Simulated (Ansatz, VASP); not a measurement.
## Ti: VASP beside Ansatz

INCAR

```
SYSTEM = Ti
PREC = Accurate
ENCUT = 520
EDIFF = 1E-6
ISMEAR = 0
SIGMA = 0.15
LREAL = .FALSE.
LASPH = .TRUE.
NELM = 60
ALGO = Normal
ISIF = 2
LWAVE = .FALSE.
LCHARG = .FALSE.
GGA = PE
NBANDS = 12
```

The input KPOINTS:

```
regular mesh
0
G
  20 20 20
  0 0 0
```

POSCAR

```
Ti
1.0
    0.0000000000      2.1725938953      2.1725938953
    2.1725938953      0.0000000000      2.1725938953
    2.1725938953      2.1725938953      0.0000000000
Ti
1
Direct
    0.0000000000      0.0000000000      0.0000000000
```

Input for Ansatz:

```yaml
crystal:
  lattice:
    - [0.0, 2.1725938953, 2.1725938953]
    - [2.1725938953, 0.0, 2.1725938953]
    - [2.1725938953, 2.1725938953, 0.0]
  atoms:
    - { symbol: Ti, position: [0.0, 0.0, 0.0] }
basis:
  ecutwfc: 520.0
kpoints:
  mp_grid: { grid: [20, 20, 20] }
hamiltonian:
  xc: pbe
  pseudopotentials: { kind: paw }
scf:
  occupations: { method: gaussian, width: 0.15 }
  lower_state_search: "off"
output:
  forces: true
  stress: true
  eigenvalues: true
```

Alike in both runs: task single point; functional PBE; k mesh 20 × 20 × 20; occupations gaussian, width 0.15 eV; no spin polarisation.

|  | VASP | Ansatz |
| --- | --- | --- |
| version | VASP 6.6.1 | Ansatz 0.2.0 |
| potentials or method | VASP PAW PBE potentials, release 64 (Ti_sv), cutoff 520 eV | scalar-relativistic, plane waves, PAW |
| valence electrons in the cell | 12 | 12 |

```tsv
	VASP	Ansatz	Ansatz less VASP
gap on the k mesh at the Fermi level (eV)	none	none	-
pressure (GPa)	-13.3	-13.2	+0.06
```

A gap of «none» marks a metal or a gap that the smearing closes. The functional is the same, so the differences come from potentials, cutoffs and numerics.
